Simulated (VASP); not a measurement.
# Ba (Im-3m) in VASP: a series of runs, part 3 of 4

VASP 6.6.1.

## 5. Single point, PBE (volume scaled by 1.06)

INCAR reads:

```
SYSTEM = Ba
  PREC = Accurate
  ENCUT = 520
  EDIFF = 1E-7
  ISMEAR = 0
  SIGMA = 0.1
  LREAL = .False.
  LASPH = .True.
  NELM = 80
  ALGO = Normal
  ISIF = 2
  LWAVE = .False.
  LCHARG = .False.
  GGA = PE
  NBANDS = 11
```

KPOINTS reads:

```
Automatic mesh
0
Gamma
  12 12 12
  0 0 0
```

POSCAR reads:

```
Ba
1.0
   -2.5556595394      2.5556595394      2.5556595394
    2.5556595394     -2.5556595394      2.5556595394
    2.5556595394      2.5556595394     -2.5556595394
Ba
1
Direct
    0.0000000000      0.0000000000      0.0000000000
```

Potentials or basis: VASP PAW PBE potentials, release 64 (Ba_sv).

Started as:

```bash
cat potpaw_PBE.64/Ba_sv/POTCAR > POTCAR
mpirun -np 1 vasp_std > vasp.out
```

OUTCAR:

```text
SYSTEM = Ba
   PREC = Accurate
   ENCUT = 520
   EDIFF = 1E-7
   ISMEAR = 0
   LREAL = .False.
   LASPH = .True.
   NELM = 80
   ISIF = 2
   GGA = PE

 ion  position               nearest neighbor table
   1  0.000  0.000  0.000-

  LATTYP: Found a body centered cubic cell.
 ALAT       =     5.1113190788

  Lattice vectors:

 A1 = (  -2.5556595394,   2.5556595394,   2.5556595394)
 A2 = (   2.5556595394,  -2.5556595394,   2.5556595394)
 A3 = (   2.5556595394,   2.5556595394,  -2.5556595394)

Analysis of symmetry for initial positions (statically):
=====================================================================
 Subroutine PRICEL returns:
 Original cell was already a primitive cell.

 Routine SETGRP: Setting up the symmetry group for a
 body centered cubic supercell.

 Subroutine GETGRP returns: Found 48 space group operations
 (whereof 48 operations were pure point group operations)
 out of a pool of 48 trial point group operations.

The static configuration has the point symmetry O_h .

Analysis of symmetry for dynamics (positions and initial velocities):
=====================================================================
 Subroutine PRICEL returns:
 Original cell was already a primitive cell.

 Routine SETGRP: Setting up the symmetry group for a
 body centered cubic supercell.

 Subroutine GETGRP returns: Found 48 space group operations
 (whereof 48 operations were pure point group operations)
 out of a pool of 48 trial point group operations.

The dynamic configuration has the point symmetry O_h .

 Subroutine INISYM returns: Found 48 space group operations
 (whereof 48 operations are pure point group operations),
 and found     1 'primitive' translations

----------------------------------------------------------------------------------------

                                     Primitive cell

  volume of cell :      66.7681

  direct lattice vectors                    reciprocal lattice vectors
    -2.555659539  2.555659539  2.555659539     0.000000000  0.195644213  0.195644213
     2.555659539 -2.555659539  2.555659539     0.195644213  0.000000000  0.195644213
     2.555659539  2.555659539 -2.555659539     0.195644213  0.195644213  0.000000000

  length of vectors
     4.426532169  4.426532169  4.426532169     0.276682700  0.276682700  0.276682700

  position of ions in fractional coordinates (direct lattice)
     0.000000000  0.000000000  0.000000000

  ion indices of the primitive-cell ions
   primitive index   ion index
                 1           1

----------------------------------------------------------------------------------------

 KPOINTS: Automatic mesh

Automatic generation of k-mesh.
 Grid dimensions read from file:
 generate k-points for:   12   12   12

 Generating k-lattice:

  Cartesian coordinates                     Fractional coordinates (reciprocal lattice)
     0.000000000  0.016303684  0.016303684     0.083333333  0.000000000  0.000000000
     0.016303684  0.000000000  0.016303684     0.000000000  0.083333333  0.000000000
     0.016303684  0.016303684  0.000000000     0.000000000  0.000000000  0.083333333

  Length of vectors
     0.023056892  0.023056892  0.023056892

  Shift w.r.t. Gamma in fractional coordinates (k-lattice)
     0.000000000  0.000000000  0.000000000

 Subroutine IBZKPT returns following result:
 ===========================================

 Found     72 irreducible k-points:

 Following reciprocal coordinates:
            Coordinates               Weight
  0.000000  0.000000  0.000000      1.000000
  0.083333  0.000000  0.000000     12.000000
  0.166667  0.000000  0.000000     12.000000
  0.250000  0.000000  0.000000     12.000000
  0.333333  0.000000  0.000000     12.000000
  0.416667  0.000000  0.000000     12.000000
[... 16 lines left out ...]
  0.333333  0.083333  0.083333     24.000000
  0.416667  0.083333  0.083333     12.000000
 [... further k-points ...]
   k-points           NKPTS =     72   k-points in BZ     NKDIM =     72   number of bands    NBANDS=     11
   number of dos      NEDOS =    301   number of ions     NIONS =      1
   total plane-waves  NPLWV =  46656
   dimension x,y,z NGX =    36 NGY =   36 NGZ =   36
   dimension x,y,z NGXF=    72 NGYF=   72 NGZF=   72
   ions per type =               1
   NGX,Y,Z   is equivalent  to a cutoff of  13.52, 13.52, 13.52 a.u.
   NGXF,Y,Z  is equivalent  to a cutoff of  27.04, 27.04, 27.04 a.u.
 SYSTEM =  Ba
   PREC   = accura    normal or accurate (medium, high low for compatibility)
   ISTART =      0    job   : 0-new  1-cont  2-samecut
   ICHARG =      2    charge: 1-file 2-atom 10-const
   ISPIN  =      1    spin polarized calculation?
   LNONCOLLINEAR =      F non collinear calculations
   LSORBIT =      F    spin-orbit coupling
   LASPH  =      T    aspherical Exc in radial PAW
   ENCUT  =  520.0 eV  38.22 Ry    6.18 a.u.   8.23  8.23  8.23*2*pi/ulx,y,z
   NELM   =     80;   NELMIN=  2; NELMDL= -5     # of ELM steps
   EDIFF  = 0.1E-06   stopping-criterion for ELM
   LREAL  =      F    real-space projection
   EDIFFG = 0.1E-05   stopping-criterion for IOM
   NSW    =      0    number of steps for IOM
   IBRION =     -1    ionic relax: 0-MD 1-quasi-New 2-CG
   NFREE  =      0    steps in history (QN), initial steepest desc. (CG)
   ISIF   =      2    stress and relaxation
   ISYM   =      2    0-nonsym 1-usesym 2-fastsym
   POTIM  = 0.5000    time-step for ionic-motion
   TEBEG  =    0.0;   TEEND  =   0.0 temperature during run
   PSTRESS=    0.0 pullay stress
   NELECT =      10.0000    total number of electrons
   NUPDOWN=      -1.0000    fix difference up-down
   EMIN   =  10.00;   EMAX   =-10.00  energy-range for DOS
   EFERMI =   0.00;   METHOD = LEGACY
   ISMEAR =     0;   SIGMA  =   0.10  broadening in eV -4-tet -1-fermi 0-gaus
   EFERMI_NEDOS =   21; number of points for ismear=-14 and -15
   IALGO  =     38    algorithm
   IMIX   =      4    mixing-type and parameters
     AMIX     =   0.40;   BMIX     =  1.00
     AMIX_MAG =   1.60;   BMIX_MAG =  1.00
  volume/ion in A,a.u.               =      66.77       450.57
  Fermi-wavevector in a.u.,A,eV,Ry     =   0.869398  1.642923 10.283996  0.755852
  Thomas-Fermi vector in A             =   1.988214
   LORBIT       =      0    0 simple, 1 ext, 2 COOP (PROOUT), +10 PAW based schemes
   GGA     = PE    functional components
   LHFCALC =     F    Hartree Fock is set to
   AEXX    =    0.0000 exact exchange contribution
   IVDW    =     0    specifies the selected vdW correction
   LEPSILON=     F    determine dielectric tensor
   LRPA    =     F    only Hartree local field effects (RPA)
 non-spin polarized calculation
 Gauss-broadening in eV      SIGMA  =   0.10
  energy-cutoff  :      520.00
  volume of cell :       66.77
 maximum number of plane-waves:      1865
 NGX is ok and might be reduce to    36
   NGX = 17   NGY = 17   NGZ = 17

 number of electron      10.0000000 magnetization

 number of electron       9.9999999 magnetization

 Free energy of the ion-electron system (eV)
  ---------------------------------------------------
  ext. energy  EPLUGINS =         0.00000000
  ---------------------------------------------------
  free energy    TOTEN  =        -1.90706073 eV

  energy without entropy =       -1.90102990  energy(sigma->0) =       -1.90404532

 E-fermi :   1.4550     XC(G=0):  -7.2266

 val. band max:        1.3925510350   @ k =   0.2500   0.1667   0.1667
 cond. band min:       1.4575041139   @ k =  -0.4167   0.5000   0.2500
 fundamental gap:      0.0649530789
 Fermi energy:         1.4549982270

 k-point     1 :       0.0000    0.0000    0.0000
  band No.  band energies     occupation
      1     -27.5285      2.00000
      2     -12.5069      2.00000
      3     -12.5069      2.00000
      4     -12.5069      2.00000
      5      -1.2593      2.00000
      6       3.2227      0.00000
      7       3.2227      0.00000
      8       3.2227      0.00000
      9       4.5487      0.00000
     10       4.5487      0.00000
     11       8.2255      0.00000
[... 309 lines left out ...]
 k-point    24 :       0.4167    0.0833    0.0833
  band No.  band energies     occupation
      1     -27.4945      2.00000
      2     -12.8613      2.00000
      3     -12.6472      2.00000
      4     -12.5338      2.00000
      5       0.8572      2.00000
      6       2.0620      0.00000
      7       2.4008      0.00000
      8       4.6148      0.00000
      9       5.0703      0.00000
     10       6.6354      0.00000
     11       6.7398      0.00000

 [... further k-points ...]

------------------------ aborting loop because EDIFF is reached ----------------------------------------

  FORCE on cell =-STRESS in cart. coord.  units (eV):
  Direction    XX          YY          ZZ          XY          YZ          ZX
  --------------------------------------------------------------------------------------
  -------------------------------------------------------------------------------------
  Total       -0.1633989     -0.1633989     -0.1633989      0.0000000      0.0000000     -0.0000000
  in kB       -3.9209446     -3.9209446     -3.9209446      0.0000000      0.0000000     -0.0000000
  external PRESSURE =      -3.9209446 kB  Pullay stress =       0.0000000 kB

 VOLUME and BASIS-vectors are now :
 -----------------------------------------------------------------------------
  energy-cutoff  :      520.00
  volume of cell :       66.77
      direct lattice vectors                 reciprocal lattice vectors
    -2.555659539  2.555659539  2.555659539     0.000000000  0.195644213  0.195644213
     2.555659539 -2.555659539  2.555659539     0.195644213  0.000000000  0.195644213
     2.555659539  2.555659539 -2.555659539     0.195644213  0.195644213  0.000000000

 POSITION                                       TOTAL-FORCE (eV/Angst)
 -----------------------------------------------------------------------------------
      0.00000      0.00000      0.00000         0.000000     -0.000000      0.000000
 -----------------------------------------------------------------------------------
    total drift:                               -0.000000      0.000000      0.000000

  FREE ENERGIE OF THE ION-ELECTRON SYSTEM (eV)
  ---------------------------------------------------
  free  energy   TOTEN  =        -1.9070607345 eV

  energy  without entropy=       -1.9010299015  energy(sigma->0) =       -1.90404532
```

Wall time 33 s (1 thread of Intel Xeon Platinum 8375C at 2.90GHz (Ice Lake), shared host); peak memory 0.22 GiB.

Results:

```yaml
Free_energy: -1.9071 eV
Pressure: -0.4 GPa
Band_gap_on_the_k_mesh: zero (band 5 reaches 1.93 eV, above the bottom of band 6 at 0.99 eV)
```

Levels at points of the mesh, in eV from the Fermi level:
| k point | band 3 | band 4 | band 5 | band 6 | band 7 | band 8 |
| --- | --- | --- | --- | --- | --- | --- |
| (0.00, 0.00, 0.00) | -13.96 | -13.96 | -2.71 | 1.77 | 1.77 | 1.77 |
| (0.50, 0.00, 0.00) | -14.09 | -13.96 | -0.85 | 0.70 | 1.09 | 3.04 |
| (0.50, 0.50, 0.50) | -14.23 | -14.23 | -0.46 | -0.46 | 4.09 | 4.09 |

Caveat: the cell differs from its parent crystal (volume scaled by 1.06); spin-orbit coupling is left out, which moves the levels of the heavy elements.

## 6. Relaxation of cell and atoms, PBE

This run uses another cell than the first one, of 62.99 Å³/atom, 1.031 times its volume.

INCAR reads:

```
  PREC = Accurate
  ENCUT = 600
  EDIFF = 1E-7
  ISMEAR = 0
  SIGMA = 0.1
  LREAL = F
  LASPH = T
  NELM = 80
  ALGO = Fast
  ISIF = 3
  LWAVE = F
  LCHARG = F
  GGA = PE
  IBRION = 2
  NSW = 100
  EDIFFG = -0.005
```

KPOINTS reads:

```
regular mesh
0
Gamma
  12 12 12
```

POSCAR reads:

```
Ba
1.0
   -2.5065000000      2.5065000000      2.5065000000
    2.5065000000     -2.5065000000      2.5065000000
    2.5065000000      2.5065000000     -2.5065000000
Ba
1
Direct
    0.0000000000      0.0000000000      0.0000000000
```

Potentials or basis: VASP PAW PBE potentials, release 64 (Ba_sv).

Started as:

```bash
cat potpaw_PBE.64/Ba_sv/POTCAR > POTCAR
mpirun -np 1 vasp_std > vasp.out
```

OUTCAR:

```text
PREC = Accurate
   ENCUT = 600
   EDIFF = 1E-7
   ISMEAR = 0
   LREAL = F
   LASPH = T
   NELM = 80
   ISIF = 3
   GGA = PE
   IBRION = 2
   NSW = 100
   EDIFFG = -0.005

 ion  position               nearest neighbor table
   1  0.000  0.000  0.000-

  LATTYP: Found a body centered cubic cell.
 ALAT       =     5.0130000000

  Lattice vectors:

 A1 = (  -2.5065000000,   2.5065000000,   2.5065000000)
 A2 = (   2.5065000000,  -2.5065000000,   2.5065000000)
 A3 = (   2.5065000000,   2.5065000000,  -2.5065000000)

Analysis of symmetry for initial positions (statically):
=====================================================================
 Subroutine PRICEL returns:
 Original cell was already a primitive cell.

 Routine SETGRP: Setting up the symmetry group for a
 body centered cubic supercell.

 Subroutine GETGRP returns: Found 48 space group operations
 (whereof 48 operations were pure point group operations)
 out of a pool of 48 trial point group operations.

The static configuration has the point symmetry O_h .

Analysis of symmetry for dynamics (positions and initial velocities):
=====================================================================
 Subroutine PRICEL returns:
 Original cell was already a primitive cell.

[... 165 lines left out ...]
  external PRESSURE =       0.8832641 kB  Pullay stress =       0.0000000 kB
[... 57 lines left out ...]
--------------------------------------- Ionic step        3  -------------------------------------------

 number of electron      10.0000001 magnetization

 Free energy of the ion-electron system (eV)
  ---------------------------------------------------
  ext. energy  EPLUGINS =         0.00000000
  ---------------------------------------------------
  free energy    TOTEN  =        -1.91101787 eV

  energy without entropy =       -1.90477278  energy(sigma->0) =       -1.90789532

 E-fermi :   1.6086     XC(G=0):  -7.3756

 val. band max:        1.5943845360   @ k =  -0.4167   0.5000   0.2500
 cond. band min:       1.6412538759   @ k =  -0.4167  -0.4167   0.1667
 fundamental gap:      0.0468693400
 Fermi energy:         1.6085819720

 k-point     1 :       0.0000    0.0000    0.0000
  band No.  band energies     occupation
      1     -27.2911      2.00000
      2     -12.2467      2.00000
      3     -12.2467      2.00000
      4     -12.2467      2.00000
      5      -1.1331      2.00000
      6       3.4304      0.00000
      7       3.4304      0.00000
      8       3.4304      0.00000
      9       4.8175      0.00000
[... 265 lines left out ...]
 k-point    24 :       0.4167    0.0833    0.0833
  band No.  band energies     occupation
      1     -27.2491      2.00000
      2     -12.6613      2.00000
      3     -12.4100      2.00000
      4     -12.2789      2.00000
      5       0.9967      2.00000
      6       2.2154      0.00000
      7       2.6688      0.00000
      8       4.9090      0.00000
      9       5.3814      0.00000

 [... further k-points ...]

------------------------ aborting loop because EDIFF is reached ----------------------------------------

  FORCE on cell =-STRESS in cart. coord.  units (eV):
  Direction    XX          YY          ZZ          XY          YZ          ZX
  --------------------------------------------------------------------------------------
  -------------------------------------------------------------------------------------
  Total       -0.0015208     -0.0015208     -0.0015208      0.0000000      0.0000000      0.0000000
  in kB       -0.0382721     -0.0382721     -0.0382721      0.0000000      0.0000000      0.0000000
  external PRESSURE =      -0.0382721 kB  Pullay stress =       0.0000000 kB
[... 16 lines left out ...]
  FREE ENERGIE OF THE ION-ELECTRON SYSTEM (eV)
  ---------------------------------------------------
  free  energy   TOTEN  =        -1.9110178651 eV

  energy  without entropy=       -1.9047727789  energy(sigma->0) =       -1.90789532

 reached required accuracy - stopping structural energy minimisation
```

OSZICAR:

```text
N       E                     dE             d eps       ncg     rms          rms(c)
DAV:   1     0.627666242732E+02    0.62767E+02   -0.44971E+03  1296   0.101E+03
DAV:   2     0.837832392484E+00   -0.61929E+02   -0.61019E+02  1581   0.156E+02
DAV:   3    -0.183644712200E+01   -0.26743E+01   -0.26631E+01  1608   0.385E+01
[... 32 lines left out ...]
RMM:   8    -0.191102110738E+01   -0.90618E-06   -0.18354E-06  1420   0.110E-02    0.145E-02
RMM:   9    -0.191101839351E+01    0.27139E-05   -0.47013E-06  1409   0.262E-02    0.331E-03
RMM:  10    -0.191101807184E+01    0.32167E-06   -0.79926E-07  1377   0.850E-03    0.884E-04
RMM:  11    -0.191101792538E+01    0.14646E-06   -0.18008E-07  1005   0.391E-03    0.372E-04
RMM:  12    -0.191101786507E+01    0.60314E-07   -0.55671E-08   869   0.153E-03
   3 F= -.19110179E+01 E0= -.19078953E+01  d E =-.173342E-03
```

Run time: 91 s. Hardware: 1 thread of Intel Xeon Platinum 8375C at 2.90GHz (Ice Lake), shared host; peak memory 0.24 GiB.

What came out:

```
Free energy                            : -1.9110 eV
Relaxed volume                         : 63.66 Å³/atom
Relaxed cell                           : a = 4.357 Å, b = 4.357 Å, c = 4.357 Å, α = 109.47°, β = 109.47°, γ = 109.47°
Space group after relaxing (to 0.05 Å) : Im-3m (No. 229)
Energy gained by relaxing              : 0.2 meV/atom
Ionic steps                            : 3
Pressure after relaxing                : 0.0 GPa
Band gap on the k mesh                 : zero (band 5 reaches 2.12 eV, above the bottom of band 6 at 1.08 eV)
```

Step by step:
```tsv
step	energy change (eV)	largest force (eV/Å)	pressure (GPa)	volume (Å³)
1	0.0000	0.0000	0.09	62.99
2	-0.0001	0.0000	0.04	63.31
3	-0.0002	0.0000	0.00	63.66
```

Final structure:
```
Ba
1.0
    -2.51542    2.51542    2.51542
     2.51542   -2.51542    2.51542
     2.51542    2.51542   -2.51542
Ba
1
Direct
  0.00000 0.00000 0.00000
```

Levels at points of the mesh, in eV from the Fermi level:
| k point | band 3 | band 4 | band 5 | band 6 | band 7 | band 8 |
| --- | --- | --- | --- | --- | --- | --- |
| (0.00, 0.00, 0.00) | -13.86 | -13.86 | -2.74 | 1.82 | 1.82 | 1.82 |
| (0.50, 0.00, 0.00) | -14.00 | -13.86 | -0.88 | 0.70 | 1.22 | 3.17 |
| (0.50, 0.50, 0.50) | -14.16 | -14.16 | -0.53 | -0.53 | 4.31 | 4.31 |

Caveat: spin-orbit coupling is left out, which moves the levels of the heavy elements. Zero-point motion and thermal expansion aren't in these numbers.

(Part 3 of 4 ends here.)
